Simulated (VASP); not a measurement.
Input of a VASP 6.6.1 run:

Contents of INCAR:

```
PREC = Accurate ; ENCUT = 520
EDIFF = 1E-7 ; ISMEAR = -1
SIGMA = 0.02 ; LREAL = False
LASPH = True ; NELM = 60
ALGO = Normal ; ISIF = 2
LWAVE = False ; LCHARG = False
GGA = PE ; NBANDS = 16
```

KPOINTS

```
Automatic mesh
0
Gamma
  8 8 8
```

POSCAR

```
AgCl
1.0
    0.0000000000      2.7823631906      2.7823631906
    2.7823631906      0.0000000000      2.7823631906
    2.7823631906      2.7823631906      0.0000000000
Ag Cl
1 1
Direct
    0.5000000000      0.5000000000      0.5000000000
    0.0000000000      0.0000000000      0.0000000000
```

Potentials or basis: VASP PAW PBE potentials, release 64 (Ag, Cl).

Run with:

```sh
$ cat potpaw_PBE.64/Ag/POTCAR potpaw_PBE.64/Cl/POTCAR > POTCAR
$ mpirun -np 1 vasp_std > vasp.out
```

Question: Estimate the pressure.

Answer: 1.0 GPa.

Question: Predict the band gap on the k mesh.

Answer: 0.91 eV, indirect (least direct gap 3.15 eV).

 A k mesh can miss the band edges.
